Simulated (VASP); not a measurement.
Crystal: NaLaMnMoO6.

```xyz
10
Lattice="4.7224 -2.7369 0.0020 4.7224 2.7369 0.0020 -3.1780 0.0000 4.4700" Properties=species:S:1:pos:R:3 pbc="T T T"
Na   -0.0031    0.0000    3.3293
La    6.2777    0.0000    1.1522
Mn    3.1283    0.0000    2.2333
Mo    0.0068    0.0000    0.0051
O     4.1282    1.3576    1.2770
O     4.1282   -1.3576    1.2770
O     1.7822    0.0000    0.8403
O     4.4845    0.0000    3.6293
O     2.1325    1.3554    3.1991
O     2.1325   -1.3554    3.1991
```

| Quantity | Value |
| --- | --- |
| Program | VASP 6.6.1 |
| Task | relaxation of cell and atoms |
| Functional | PBE |
| Dispersion | D4 |
| Potentials or basis | VASP PAW PBE potentials, release 64 (Na_pv, La, Mn_pv, Mo_sv, O) |
| Cutoff | 600 eV |
| k mesh | 5 × 5 × 5 |
| Occupations | fermi-dirac, width 0.05 eV |
| Spin | collinear spin, ferromagnetic start |
| Starting moments | [0.0, 0.0, 4.0, 1.0, 0.0, 0.0, 0.0, 0.0, 0.0, 0.0] μB |

At the start: pressure -2.1 GPa; volume 11.56 Å³/atom.

Problem. How do energy, volume and symmetry change on relaxing?

Solution. Over 17 steps the energy falls by 3.0 meV/atom and the volume is 11.48 Å³/atom (-0.7 %); space group Cm (No. 8, to 0.1 Å) before and after; moment 2.60 μB per cell.

The path:
```
step  energy change (eV)  largest force (eV/Å)  pressure (GPa)  volume (Å³)
   1              0.0000                0.2848           -2.09       115.58
   2             -0.0003                0.2864            2.69       113.08
   3             -0.0138                0.1361            0.25       114.31
   4             -0.0169                0.1179            0.19       114.43
   5             -0.0234                0.0939           -0.05       114.80
   6             -0.0198                0.1866           -0.61       115.55
   7             -0.0248                0.1167           -0.23       115.05
   8             -0.0274                0.0976           -0.19       114.98
   9             -0.0289                0.1471           -0.13       114.86
  10             -0.0299                0.0393            0.09       114.69
  11             -0.0299                0.0399            0.09       114.68
  12             -0.0302                0.0199           -0.01       114.76
  13             -0.0302                0.0193           -0.08       114.80
  14             -0.0302                0.0192           -0.10       114.82
  15             -0.0303                0.0154            0.08       114.73
  16             -0.0303                0.0130            0.02       114.75
  17             -0.0303                0.0099            0.00       114.76
```

Final structure:
```cif
data_structure
_symmetry_space_group_name_H-M 'P 1'
_symmetry_Int_Tables_number 1
_cell_length_a 5.4430
_cell_length_b 5.4430
_cell_length_c 5.4829
_cell_angle_alpha 120.205
_cell_angle_beta 120.205
_cell_angle_gamma 60.307
_cell_volume 114.76
loop_
_atom_site_label
_atom_site_type_symbol
_atom_site_fract_x
_atom_site_fract_y
_atom_site_fract_z
_atom_site_occupancy
Na1 Na 0.25034 0.25034 0.74307 1
La1 La 0.75133 0.75133 0.25879 1
Mn1 Mn 0.49922 0.49922 0.49943 1
Mo1 Mo 0.00130 0.00130 0.00147 1
O1 O 0.28892 0.78868 0.28857 1
O2 O 0.78868 0.28892 0.28857 1
O3 O 0.25065 0.25065 0.17584 1
O4 O 0.74864 0.74864 0.82134 1
O5 O 0.21162 0.70960 0.71240 1
O6 O 0.70960 0.21162 0.71240 1
```

Caveat: a cell with one magnetic atom can't hold antiferromagnetic order, which such compounds often take.
